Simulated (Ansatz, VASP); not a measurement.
**Li6Be2Nb: VASP beside Ansatz**

```
Li Be Nb
1.0
     0.00000    4.19927    4.19927
     4.19927    0.00000    4.19927
     4.19927    4.19927    0.00000
Li Be Nb
6 2 1
Direct
  0.70916 0.29084 0.29084
  0.29084 0.70916 0.29084
  0.29084 0.70916 0.70916
  0.70916 0.29084 0.70916
  0.29084 0.29084 0.70916
  0.70916 0.70916 0.29084
  0.25000 0.25000 0.25000
  0.75000 0.75000 0.75000
  0.00000 0.00000 0.00000
```

Change from the starting cell: species swapped into the Rb2PdI6 type (Fm-3m, No. 225).

Alike in both runs: functional PBE; k mesh 8 × 8 × 8; occupations gaussian, width 0.1 eV; no spin polarisation.

Ansatz relaxed the structure, and its values are those at the end. VASP's run is a single point on that final structure, the one shown.

```csv
,VASP,Ansatz
version,VASP 6.6.1,Ansatz 0.2.0
potentials or method,"VASP PAW PBE potentials, release 64 (Li_sv, Be, Nb_sv), cutoff 520 eV","scalar-relativistic, plane waves, PAW"
valence electrons in the cell,35,35
```

VASP gave:

- gap on the k mesh at the Fermi level (eV): none
- rms of the force components (eV/Å): 0.005

**Question.** Which values does Ansatz return?

**Answer.** gap on the k mesh at the Fermi level (eV): none; rms of the force components (eV/Å): 0.002.

A gap of «none» marks a metal or a gap that the smearing closes.

Noted on VASP's run: the cutoff is short for stress, so the pressure is rough.
